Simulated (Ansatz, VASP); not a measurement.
## Ag: VASP beside Ansatz

File INCAR:

```
ALGO     = Fast           # electronic algorithm
EDIFF    = 1E-7           # SCF threshold, eV
ENCUT    = 520            # plane-wave cutoff, eV
GGA      = PS             # functional
ISIF     = 2              # what is computed and relaxed
ISMEAR   = 0              # smearing method
LASPH    = T              # aspherical terms in the spheres
LCHARG   = F              # write CHGCAR
LREAL    = F              # projectors in reciprocal space
LWAVE    = F              # write WAVECAR
NBANDS   = 42             # bands
NELM     = 80             # most SCF steps
PREC     = Accurate       # precision mode
SIGMA    = 0.15           # smearing width, eV
```

File KPOINTS:

```
k-points
0
Gamma
  24 24 5
```

The input POSCAR:

```
Ag
1.0
   -2.8670626753      0.0000000000      0.0000000000
   -1.4335313377     -2.4829491111      0.0000000000
    0.0000000000      0.0000000000     14.3221448197
Ag
6
Direct
    0.3333333333      0.3333333333      0.7368920097
    0.3333333333      0.3333333333      0.0818623337
    0.3333333333      0.3333333333      0.4093771717
    0.6666666667      0.6666666667      0.9006494287
    0.6666666667      0.6666666667      0.2456197527
    0.6666666667      0.6666666667      0.5731345907
```

Input for Ansatz:

```yaml
crystal:
  lattice:
    - [-2.8670626753, 0.0, 0.0]
    - [-1.4335313377, -2.4829491111, 0.0]
    - [0.0, 0.0, 14.3221448197]
  atoms:
    - { symbol: Ag, position: [0.3333333333, 0.3333333333, 0.7368920097] }
    - { symbol: Ag, position: [0.3333333333, 0.3333333333, 0.0818623337] }
    - { symbol: Ag, position: [0.3333333333, 0.3333333333, 0.4093771717] }
    - { symbol: Ag, position: [0.6666666667, 0.6666666667, 0.9006494287] }
    - { symbol: Ag, position: [0.6666666667, 0.6666666667, 0.2456197527] }
    - { symbol: Ag, position: [0.6666666667, 0.6666666667, 0.5731345907] }
basis:
  ecutwfc: 420
kpoints:
  mp_grid: { grid: [24, 24, 5] }
hamiltonian:
  xc: pbesol
scf:
  occupations: { method: gaussian, width: 0.15 }
output:
  forces: true
  stress: true
  eigenvalues: true
  write_density: true
  write_potential: true
  elf: true
  volumetric_format: npy
```

Alike in both runs: task single point; functional PBEsol; k mesh 24 × 24 × 5; occupations gaussian, width 0.15 eV; no spin polarisation.

```csv
,VASP,Ansatz
version,VASP 6.6.1,Ansatz 0.2.0
potentials or method,"VASP PAW PBE potentials, release 64 (Ag), cutoff 520 eV","scalar-relativistic, plane waves, PAW"
valence electrons in the cell,66,114
```

```tsv
	VASP	Ansatz	Ansatz less VASP
gap on the k mesh at the Fermi level (eV)	none	none	-
pressure (GPa)	-1.7	-1.5	+0.19
traceless stress, the component that is largest in VASP (GPa)	-0.63	-0.64	-0.004
rms of the force components (eV/Å)	0.162	0.164	+0.0021
```

VASP's potentials were made for PBE, not for PBEsol. Atom by atom the forces differ by 0.002 eV/Å (rms over components). A gap of «none» marks a metal or a gap that the smearing closes. VASP's potentials hold 66 valence electrons a cell and Ansatz's 114, so a difference there can come from the potentials and not from the codes.
